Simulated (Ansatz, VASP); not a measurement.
# One calculation of CsRe, two programs

```
Cs Re
1.0
     3.53315    0.00000    0.00000
     0.00000    3.53315    0.00000
     0.00000    0.00000   11.87125
Cs Re
2 2
Cartesian
  1.7666 0.0000 3.1714
  0.0000 1.7666 8.6999
  1.7666 0.0000 11.6430
  0.0000 1.7666 0.2283
```

Alike in both runs: functional PBE; k mesh 6 × 6 × 2; occupations gaussian, width 0.1 eV; no spin polarisation.

Ansatz relaxed the structure, and its values are those at the end. VASP's run is a single point on that final structure, the one shown.

|  | VASP | Ansatz |
| --- | --- | --- |
| version | VASP 6.6.1 | Ansatz 0.2.0 |
| potentials or method | VASP PAW PBE potentials, release 64 (Cs_sv, Re), cutoff 520 eV | scalar-relativistic, plane waves, PAW |
| valence electrons in the cell | 32 | 48 |

VASP gave:

```
gap on the k mesh at the Fermi level (eV) : none
pressure (GPa)                            : -0.2
rms of the force components (eV/Å)        : 0.023
```

Estimate Ansatz's values.

gap on the k mesh at the Fermi level (eV): none; pressure (GPa): 0.0; rms of the force components (eV/Å): 0.004.

A gap of «none» marks a metal or a gap that the smearing closes. VASP's potentials hold 32 valence electrons a cell and Ansatz's 48, so a difference there can come from the potentials and not from the codes.

Spin-orbit coupling is off throughout.
